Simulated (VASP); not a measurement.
**I: single point with PBEsol**

I:

```
I
1.0
     4.34289    0.00000    0.00000
    -2.17144    3.76105    0.00000
     0.00000    0.00000   11.82819
I
4
Direct
  0.00000 0.00000 0.25000
  0.00000 0.00000 0.75000
  0.33333 0.66667 0.75000
  0.66667 0.33333 0.25000
```

```
Program             : VASP 6.6.1
Task                : single point
Functional          : PBEsol
Potentials or basis : VASP PAW PBE potentials, release 64 (I)
Cutoff              : 520 eV
k mesh              : 6 × 6 × 2
Occupations         : gaussian, width 0.1 eV
Spin                : no spin polarisation
```

```
Pressure               : 28.4 GPa
Band gap on the k mesh : zero (band 14 reaches 5.39 eV, above the bottom of band 15 at 2.81 eV)
```

Stress tensor (GPa, compression positive):
```
42.65  0.00  0.00
 0.00 42.65  0.00
 0.00  0.00 -0.04
```

Levels at points of the mesh, in eV from the Fermi level:
| k point | band 10 | band 11 | band 12 | band 13 | band 14 | band 15 | band 16 | band 17 | band 18 | band 19 |
| --- | --- | --- | --- | --- | --- | --- | --- | --- | --- | --- |
| (0.00, 0.00, 0.00) | -6.30 | -1.53 | -1.53 | -1.53 | -1.53 | -0.21 | -0.18 | 1.57 | 3.97 | 3.97 |
| (0.50, 0.00, 0.00) | -4.82 | -3.19 | -3.17 | 1.86 | 1.87 | 2.69 | 2.69 | 3.94 | 3.95 | 4.43 |
| (0.00, 0.00, 0.50) | -6.36 | -1.53 | -1.53 | -1.53 | -1.53 | -0.20 | -0.20 | 2.24 | 2.24 | 4.65 |
| (0.50, 0.00, 0.50) | -4.82 | -3.18 | -3.18 | 1.87 | 1.87 | 2.69 | 2.69 | 4.11 | 4.11 | 4.38 |

Wall time 23 s on 1 thread of Intel(R) Xeon(R) 6975P-C (Granite Rapids) (shared host), peak memory 0.28 GiB.

Caveat: the PAW data sets were made with another functional, which shifts forces and pressure a little; spin-orbit coupling is left out, which moves the levels of the heavy elements.
